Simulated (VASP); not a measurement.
# Pb (P6_3/mmc) in VASP: further runs

Pb is run at these levels: PBE+D3(BJ); tasks: single point, relaxation of shape and atoms at fixed volume.

All numbers are computed with VASP 6.6.1; they aren't measurements. Logs are shortened: lines on timing, memory, paths and dates and some standing lists are left out, and cuts for length are marked.

## Step 1: The cell of the first run

The structure is hexagonal, space group P6_3/mmc (No. 194). Conventional cell: a = 3.454 Å, b = 3.454 Å, c = 5.695 Å, α = 90.00°, β = 90.00°, γ = 120.00°. Pb (site symmetry -6m2) has 12 Pb at 3.45 to 3.48 Å within 4.5 Å.

This isn't the form of Pb at room conditions, which is fcc.

## Step 2: Single point, PBE+D3(BJ) (29.42 Å³/atom)

INCAR

```
SYSTEM = Pb
  PREC = Accurate
  ENCUT = 520
  EDIFF = 1E-6
  ISMEAR = 0
  SIGMA = 0.1
  LREAL = .False.
  LASPH = .True.
  NELM = 80
  ALGO = Fast
  ISIF = 2
  LWAVE = .False.
  LCHARG = .True.
  GGA = PE
  IVDW = 12
  LELF = .True.
  LVHAR = .True.
  NBANDS = 21
```

KPOINTS

```
regular mesh
0
Gamma
  15 15 8
  0 0 0
```

POSCAR

```
Pb
1.0
    3.4542110638      0.0000000000      0.0000000000
   -1.7271055319      2.9914345312      0.0000000000
    0.0000000000      0.0000000000      5.6945927385
Pb
2
Direct
    0.3333333333      0.6666666667      0.2500000000
    0.6666666667      0.3333333333      0.7500000000
```

Potentials or basis: VASP PAW PBE potentials, release 64 (Pb_d).

On the command line:

```bash
> cat potpaw_PBE.64/Pb_d/POTCAR > POTCAR
> mpirun -np 1 vasp_std > vasp.out
```

OUTCAR:

```text
SYSTEM = Pb
   PREC = Accurate
   ENCUT = 520
   EDIFF = 1E-6
   ISMEAR = 0
   LREAL = .False.
   LASPH = .True.
   NELM = 80
   ISIF = 2
   GGA = PE
   IVDW = 12
 IVDW          = 12

 ion  position               nearest neighbor table
   1  0.333  0.667  0.250-   2 3.48   2 3.48   2 3.48   2 3.48   2 3.48   2 3.48
   2  0.667  0.333  0.750-   1 3.48   1 3.48   1 3.48   1 3.48   1 3.48   1 3.48

  LATTYP: Found a hexagonal cell.
 ALAT       =     3.4542110638
 C/A-ratio  =     1.6485943196

  Lattice vectors:

 A1 = (   3.4542110638,   0.0000000000,   0.0000000000)
 A2 = (  -1.7271055319,   2.9914345312,   0.0000000000)
 A3 = (   0.0000000000,   0.0000000000,   5.6945927385)

Analysis of symmetry for initial positions (statically):
=====================================================================
 Subroutine PRICEL returns:
 Original cell was already a primitive cell.

 Routine SETGRP: Setting up the symmetry group for a
 hexagonal supercell.

 Subroutine GETGRP returns: Found 24 space group operations
 (whereof 12 operations were pure point group operations)
 out of a pool of 24 trial point group operations.

The static configuration has the point symmetry D_3d.
 The point group associated with its full space group is D_6h.

Analysis of symmetry for dynamics (positions and initial velocities):
=====================================================================
 Subroutine PRICEL returns:
 Original cell was already a primitive cell.

 Routine SETGRP: Setting up the symmetry group for a
 hexagonal supercell.

 Subroutine GETGRP returns: Found 24 space group operations
 (whereof 12 operations were pure point group operations)
 out of a pool of 24 trial point group operations.

The dynamic configuration has the point symmetry D_3d.
 The point group associated with its full space group is D_6h.

 Subroutine INISYM returns: Found 24 space group operations
 (whereof 12 operations are pure point group operations),
 and found     1 'primitive' translations

----------------------------------------------------------------------------------------

                                     Primitive cell

  volume of cell :      58.8425

  direct lattice vectors                    reciprocal lattice vectors
     3.454211064  0.000000000  0.000000000     0.289501707  0.167143889  0.000000000
    -1.727105532  2.991434531  0.000000000     0.000000000  0.334287777  0.000000000
     0.000000000  0.000000000  5.694592738     0.000000000  0.000000000  0.175605183

  length of vectors
     3.454211064  3.454211064  5.694592738     0.334287777  0.334287777  0.175605183

  position of ions in fractional coordinates (direct lattice)
     0.333333333  0.666666667  0.250000000
     0.666666667  0.333333333  0.750000000

  ion indices of the primitive-cell ions
   primitive index   ion index
                 1           1
                 2           2

----------------------------------------------------------------------------------------

 KPOINTS: regular mesh

Automatic generation of k-mesh.
 Grid dimensions read from file:
 generate k-points for:   15   15    8

 Generating k-lattice:

  Cartesian coordinates                     Fractional coordinates (reciprocal lattice)
     0.019300114  0.011142926  0.000000000     0.066666667  0.000000000  0.000000000
     0.000000000  0.022285852  0.000000000     0.000000000  0.066666667  0.000000000
     0.000000000  0.000000000  0.021950648     0.000000000  0.000000000  0.125000000

  Length of vectors
     0.022285852  0.022285852  0.021950648

  Shift w.r.t. Gamma in fractional coordinates (k-lattice)
     0.000000000  0.000000000  0.000000000

 Subroutine IBZKPT returns following result:
 ===========================================

 Found    135 irreducible k-points:

 Following reciprocal coordinates:
            Coordinates               Weight
  0.000000  0.000000  0.000000      1.000000
  0.066667 -0.000000  0.000000      6.000000
  0.133333  0.000000  0.000000      6.000000
  0.200000  0.000000  0.000000      6.000000
  0.266667  0.000000  0.000000      6.000000
  0.333333  0.000000  0.000000      6.000000
[... 16 lines left out ...]
  0.333333  0.200000  0.000000     12.000000
  0.400000  0.200000  0.000000      6.000000
 [... further k-points ...]
   k-points           NKPTS =    135   k-points in BZ     NKDIM =    135   number of bands    NBANDS=     21
   number of dos      NEDOS =    301   number of ions     NIONS =      2
   total plane-waves  NPLWV =  32928
   dimension x,y,z NGX =    28 NGY =   28 NGZ =   42
   dimension x,y,z NGXF=    56 NGYF=   56 NGZF=   84
   ions per type =               2
   NGX,Y,Z   is equivalent  to a cutoff of  13.48, 13.48, 12.26 a.u.
   NGXF,Y,Z  is equivalent  to a cutoff of  26.95, 26.95, 24.52 a.u.
 SYSTEM =  Pb
   PREC   = accura    normal or accurate (medium, high low for compatibility)
   ISTART =      0    job   : 0-new  1-cont  2-samecut
   ICHARG =      2    charge: 1-file 2-atom 10-const
   ISPIN  =      1    spin polarized calculation?
   LNONCOLLINEAR =      F non collinear calculations
   LSORBIT =      F    spin-orbit coupling
   LASPH  =      T    aspherical Exc in radial PAW
   ENCUT  =  520.0 eV  38.22 Ry    6.18 a.u.   6.42  6.42 10.59*2*pi/ulx,y,z
   NELM   =     80;   NELMIN=  2; NELMDL= -5     # of ELM steps
   EDIFF  = 0.1E-05   stopping-criterion for ELM
   LREAL  =      F    real-space projection
   EDIFFG = 0.1E-04   stopping-criterion for IOM
   NSW    =      0    number of steps for IOM
   IBRION =     -1    ionic relax: 0-MD 1-quasi-New 2-CG
   NFREE  =      0    steps in history (QN), initial steepest desc. (CG)
   ISIF   =      2    stress and relaxation
   ISYM   =      2    0-nonsym 1-usesym 2-fastsym
   POTIM  = 0.5000    time-step for ionic-motion
   TEBEG  =    0.0;   TEEND  =   0.0 temperature during run
   PSTRESS=    0.0 pullay stress
   NELECT =      28.0000    total number of electrons
   NUPDOWN=      -1.0000    fix difference up-down
   EMIN   =  10.00;   EMAX   =-10.00  energy-range for DOS
   EFERMI =   0.00;   METHOD = LEGACY
   ISMEAR =     0;   SIGMA  =   0.10  broadening in eV -4-tet -1-fermi 0-gaus
   EFERMI_NEDOS =   21; number of points for ismear=-14 and -15
   IALGO  =     68    algorithm
   IMIX   =      4    mixing-type and parameters
     AMIX     =   0.40;   BMIX     =  1.00
     AMIX_MAG =   1.60;   BMIX_MAG =  1.00
  volume/ion in A,a.u.               =      29.42       198.54
  Fermi-wavevector in a.u.,A,eV,Ry     =   1.278097  2.415253 22.225553  1.633532
  Thomas-Fermi vector in A             =   2.410659
   LORBIT       =      0    0 simple, 1 ext, 2 COOP (PROOUT), +10 PAW based schemes
   GGA     = PE    functional components
   LHFCALC =     F    Hartree Fock is set to
   AEXX    =    0.0000 exact exchange contribution
   IVDW    =    12    specifies the selected vdW correction
   LEPSILON=     F    determine dielectric tensor
   LRPA    =     F    only Hartree local field effects (RPA)
 non-spin polarized calculation
 RMM-DIIS sequential band-by-band and
 Gauss-broadening in eV      SIGMA  =   0.10
  energy-cutoff  :      520.00
  volume of cell :       58.84
 maximum number of plane-waves:      1607
 NGX is ok and might be reduce to    28
   NGX = 13   NGY = 13   NGZ = 21

 number of electron      28.0000003 magnetization

 Free energy of the ion-electron system (eV)
  ---------------------------------------------------
  ext. energy  EPLUGINS =         0.00000000
  ---------------------------------------------------
  free energy    TOTEN  =        -7.05577626 eV

  energy without entropy =       -7.05286457  energy(sigma->0) =       -7.05432041

 E-fermi :   7.5862     XC(G=0): -10.3324

 val. band max:        7.5262454825   @ k =   0.3333   0.0000   0.2500
 cond. band min:       7.6322704765   @ k =   0.4000   0.2000   0.5000
 fundamental gap:      0.1060249940
 Fermi energy:         7.5861586096

 k-point     1 :       0.0000    0.0000    0.0000
  band No.  band energies     occupation
      1      -9.5152      2.00000
      2      -9.4836      2.00000
      3      -9.4579      2.00000
      4      -9.4579      2.00000
      5      -9.4355      2.00000
      6      -9.4355      2.00000
[... 13 lines left out ...]
     20      16.8297      0.00000
     21      19.2814      0.00000

 k-point     2 :       0.0667   -0.0000    0.0000
  band No.  band energies     occupation
      1      -9.5109      2.00000
      2      -9.4861      2.00000
      3      -9.4502      2.00000
      4      -9.4461      2.00000
      5      -9.4338      2.00000
      6      -9.4241      2.00000
[... 13 lines left out ...]
     20      17.2696      0.00000
     21      18.7554      0.00000

 k-point     3 :       0.1333    0.0000    0.0000
  band No.  band energies     occupation
      1      -9.5202      2.00000
      2      -9.4749      2.00000
      3      -9.4426      2.00000
      4      -9.4126      2.00000
      5      -9.4123      2.00000
      6      -9.3921      2.00000
[... 13 lines left out ...]
     20      17.8945      0.00000
     21      18.1592      0.00000

 k-point     4 :       0.2000    0.0000    0.0000
  band No.  band energies     occupation
      1      -9.5470      2.00000
      2      -9.4592      2.00000
      3      -9.4343      2.00000
      4      -9.4190      2.00000
      5      -9.4023      2.00000
      6      -9.3656      2.00000
[... 13 lines left out ...]
     20      17.3133      0.00000
     21      18.3614      0.00000

 k-point     5 :       0.2667    0.0000    0.0000
  band No.  band energies     occupation
      1      -9.5777      2.00000
      2      -9.4687      2.00000
      3      -9.4525      2.00000
      4      -9.4202      2.00000
      5      -9.4009      2.00000
      6      -9.3108      2.00000
[... 13 lines left out ...]
     20      16.8843      0.00000
     21      18.3731      0.00000
[... 382 lines left out ...]
     20      18.0578      0.00000
     21      18.6964      0.00000

 k-point    22 :       0.2667    0.2000    0.0000
  band No.  band energies     occupation
      1      -9.5254      2.00000
      2      -9.5158      2.00000
      3      -9.4583      2.00000
      4      -9.4368      2.00000
      5      -9.3552      2.00000
      6      -9.3350      2.00000
[... 13 lines left out ...]
     20      18.0712      0.00000
     21      19.9726      0.00000

 k-point    23 :       0.3333    0.2000    0.0000
  band No.  band energies     occupation
      1      -9.5458      2.00000
      2      -9.5274      2.00000
      3      -9.4326      2.00000
      4      -9.4279      2.00000
      5      -9.3536      2.00000
      6      -9.3418      2.00000
[... 13 lines left out ...]
     20      17.9133      0.00000
     21      20.8178      0.00000

 k-point    24 :       0.4000    0.2000    0.0000
  band No.  band energies     occupation
      1      -9.5530      2.00000
      2      -9.5315      2.00000
      3      -9.4295      2.00000
      4      -9.4177      2.00000
      5      -9.3617      2.00000
      6      -9.3300      2.00000
[... 13 lines left out ...]
     20      17.8561      0.00000
     21      21.4210      0.00000

 [... further k-points ...]

------------------------ aborting loop because EDIFF is reached ----------------------------------------

 Edisp (eV)   -0.84481

 E8    (eV) :    -0.4281

  FORCE on cell =-STRESS in cart. coord.  units (eV):
  Direction    XX          YY          ZZ          XY          YZ          ZX
  --------------------------------------------------------------------------------------
  -------------------------------------------------------------------------------------
  Total       0.54237     0.54237     0.55317    -0.00000     0.00000    -0.00000
  in kB      14.76781    14.76781    15.06176    -0.00000     0.00000    -0.00000
  external pressure =       14.87 kB  Pullay stress =        0.00 kB

 VOLUME and BASIS-vectors are now :
 -----------------------------------------------------------------------------
  energy-cutoff  :      520.00
  volume of cell :       58.84
      direct lattice vectors                 reciprocal lattice vectors
     3.454211064  0.000000000  0.000000000     0.289501707  0.167143889  0.000000000
    -1.727105532  2.991434531  0.000000000     0.000000000  0.334287777  0.000000000
     0.000000000  0.000000000  5.694592738     0.000000000  0.000000000  0.175605183

 POSITION                                       TOTAL-FORCE (eV/Angst)
 -----------------------------------------------------------------------------------
     -0.00000      1.99429      1.42365         0.000000     -0.000000      0.000000
      1.72711      0.99714      4.27094        -0.000000      0.000000      0.000000
 -----------------------------------------------------------------------------------
    total drift:                               -0.000000      0.000000      0.000000

  FREE ENERGIE OF THE ION-ELECTRON SYSTEM (eV)
  ---------------------------------------------------
  free  energy   TOTEN  =        -7.9005892906 eV

  energy  without entropy=       -7.8976775994  energy(sigma->0) =       -7.89913345
```

Wall time 4.8 min (1 thread of Intel Xeon 8259CL, shared host); peak memory 0.28 GiB.

Results:

* Free energy: -7.9006 eV
* Pressure: 1.5 GPa
* Band gap on the k mesh: zero (bands 14 and 15 overlap by 8.02 eV)
* Dispersion energy per atom: -0.422 eV

Levels at points of the mesh, in eV from the Fermi level:
| k point | band 12 | band 13 | band 14 | band 15 | band 16 | band 17 |
| --- | --- | --- | --- | --- | --- | --- |
| (0.00, 0.00, 0.00) | -8.21 | -4.33 | 5.89 | 5.89 | 7.64 | 7.70 |
| (0.00, 0.00, 0.50) | -10.71 | 0.72 | 0.72 | 6.75 | 6.75 | 6.75 |

Caveat: spin-orbit coupling is left out, which moves the levels of the heavy elements.

## Step 3: Single point, PBE+D3(BJ) (31.24 Å³/atom)

This run uses another cell than the first one, of 31.24 Å³/atom.

INCAR

```
SYSTEM = Pb
ALGO = Fast
EDIFF = 1E-6
ENCUT = 520
GGA = PE
ISIF = 2
ISMEAR = 0
IVDW = 12
LASPH = .TRUE.
LCHARG = .FALSE.
LREAL = .FALSE.
LWAVE = .FALSE.
NBANDS = 21
NELM = 100
PREC = Accurate
SIGMA = 0.1
```

KPOINTS

```
k-points
0
G
  15 15 8
  0 0 0
```

POSCAR

```
Pb
1.0
    3.5240119114      0.0000000000      0.0000000000
   -1.7620059557      3.0518838385      0.0000000000
    0.0000000000      0.0000000000      5.8096660195
Pb
2
Direct
    0.3333333333      0.6666666667      0.2500000000
    0.6666666667      0.3333333333      0.7500000000
```

Potentials or basis: VASP PAW PBE potentials, release 64 (Pb_d).

On the command line:

```bash
> cat potpaw_PBE.64/Pb_d/POTCAR > POTCAR
> mpirun -np 1 vasp_std > vasp.out
```

It took 5.3 min on 1 thread of Intel Xeon 8259CL, shared host; peak memory 0.29 GiB.

Results (log left out):

```yaml
Free_energy: -7.9020 eV
Pressure: -1.3 GPa
Band_gap_on_the_k_mesh: zero (bands 14 and 15 overlap by 7.51 eV)
Dispersion_energy_per_atom: -0.397 eV
```

Levels at points of the mesh, in eV from the Fermi level:
```tsv
k point	band 12	band 13	band 14	band 15	band 16	band 17
(0.00, 0.00, 0.00)	-8.14	-4.03	5.54	5.54	7.17	7.22
(0.00, 0.00, 0.50)	-10.38	0.64	0.64	6.34	6.34	6.34
```

Caveat: spin-orbit coupling is left out, which moves the levels of the heavy elements.

## Step 4: Single point, PBE+D3(BJ) (32.15 Å³/atom)

This run uses another cell than the first one, of 32.15 Å³/atom.

INCAR

```
SYSTEM = Pb
ALGO = Fast
EDIFF = 1E-6
ENCUT = 520
GGA = PE
ISIF = 2
ISMEAR = 0
IVDW = 12
LASPH = .True.
LCHARG = .False.
LREAL = .False.
LWAVE = .False.
NBANDS = 21
NELM = 60
PREC = Accurate
SIGMA = 0.1
```

KPOINTS

```
k-points
0
Gamma
  15 15 8
  0 0 0
```

POSCAR

```
Pb
1.0
    3.5578987201      0.0000000000      0.0000000000
   -1.7789493601      3.0812306757      0.0000000000
    0.0000000000      0.0000000000      5.8655316199
Pb
2
Direct
    0.3333333333      0.6666666667      0.2500000000
    0.6666666667      0.3333333333      0.7500000000
```

On the command line:

```bash
> cat potpaw_PBE.64/Pb_d/POTCAR > POTCAR
> mpirun -np 1 vasp_std > vasp.out
```

Run time: 5.2 min. Hardware: 1 thread of Intel Xeon 8259CL, shared host; peak memory 0.29 GiB.

The run converged. Its results:

```
Free energy                : -7.8816 eV
Pressure                   : -2.4 GPa
Band gap on the k mesh     : zero (bands 14 and 15 overlap by 7.27 eV)
Dispersion energy per atom : -0.386 eV
```

Levels at points of the mesh, in eV from the Fermi level:
| k point | band 12 | band 13 | band 14 | band 15 | band 16 | band 17 |
| --- | --- | --- | --- | --- | --- | --- |
| (0.00, 0.00, 0.00) | -8.12 | -3.90 | 5.38 | 5.38 | 6.95 | 7.00 |
| (0.00, 0.00, 0.50) | -10.23 | 0.60 | 0.60 | 6.15 | 6.15 | 6.15 |

Caveat: spin-orbit coupling is left out, which moves the levels of the heavy elements.

(Continued in part 2 of 2.)

The gap in the log of VASP goes by the Fermi energy; the results here count the filled bands.